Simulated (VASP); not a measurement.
**NbI2N: relaxation of cell and atoms with PBE**

Crystal: NbI2N.

```
CELL_PARAMETERS angstrom
3.66520 0.00000 0.00000
0.00000 3.66520 0.00000
0.00000 0.00000 7.33709
ATOMIC_POSITIONS crystal
Nb 0.50000 0.50000 0.00000
I 0.50000 0.00000 0.73056
I 0.00000 0.50000 0.26944
N 0.00000 0.00000 0.50000
```

```json
{
  "Program": "VASP 6.6.1",
  "Task": "relaxation of cell and atoms",
  "Functional": "PBE",
  "Potentials or basis": "VASP PAW PBE potentials, release 64 (Nb_sv, I, N)",
  "Cutoff": "600 eV",
  "k mesh": "6 × 6 × 4",
  "Occupations": "gaussian, width 0.1 eV",
  "Spin": "no spin polarisation",
  "Dipole correction": "no",
  "Further INCAR settings": "ALGO = Normal; EDIFF = 1e-07; IBRION = 2; EDIFFG = -0.04; NSW = 90; ISIF = 3"
}
```

The relaxed volume is 24.39 Å³/atom. The relaxed cell is a = 3.633 Å, b = 3.633 Å, c = 7.389 Å, α = 90.00°, β = 90.00°, γ = 90.00°. The space group after relaxing (to 0.05 Å) is P-4m2 (No. 115), the energy gained by relaxing is 0.9 meV/atom and the ionic steps are 4. The pressure after relaxing is 0.1 GPa and the band gap on the k mesh is zero (band 16 reaches 7.06 eV, above the bottom of band 17 at 6.42 eV).

Stress tensor (GPa, compression positive):
```
0.03 0.00 0.00
0.00 0.03 0.00
0.00 0.00 0.23
```

The path:
```csv
step,energy change (eV),largest force (eV/Å),pressure (GPa),volume (Å³)
1,0.0000,0.0076,-0.29,98.56
2,-0.0020,0.0176,0.05,97.92
3,-0.0025,0.0364,0.30,97.46
4,-0.0037,0.0015,0.09,97.55
```

Final structure:
```
Nb I N
1.0
     3.63348    0.00000    0.00000
     0.00000    3.63348    0.00000
     0.00000    0.00000    7.38880
Nb I N
1 2 1
Direct
  0.50000 0.50000 0.00000
  0.50000 0.00000 0.73050
  0.00000 0.50000 0.26950
  0.00000 0.00000 0.50000
```

Levels at points of the mesh, in eV from the Fermi level:
```
           k point  band 12  band 13  band 14  band 15  band 16  band 17  band 18  band 19  band 20
(0.00, 0.00, 0.00)    -3.33    -3.33    -1.01    -0.90     0.15     0.39     0.39     1.21     2.19
(0.50, 0.00, 0.00)    -3.12    -2.99    -1.48    -0.59    -0.34     1.36     1.42     1.73     2.03
(0.50, 0.50, 0.00)    -4.72    -4.36    -0.11    -0.11     0.10     0.10     0.34     0.77     1.73
(0.00, 0.00, 0.50)    -2.60    -2.60    -1.80    -0.48    -0.48    -0.46     0.16     1.21     2.93
(0.50, 0.00, 0.50)    -3.11    -3.00    -1.22    -0.69    -0.45     0.50     1.56     1.79     2.04
(0.50, 0.50, 0.50)    -5.10    -3.27    -1.79    -0.90    -0.90     1.07     1.07     1.77     2.17
```

It took 2.1 min on 1 thread of Intel(R) Xeon(R) 6975P-C (Granite Rapids), on a shared host, peak memory 0.28 GiB.

Caveat: spin-orbit coupling is left out, which moves the levels of the heavy elements.
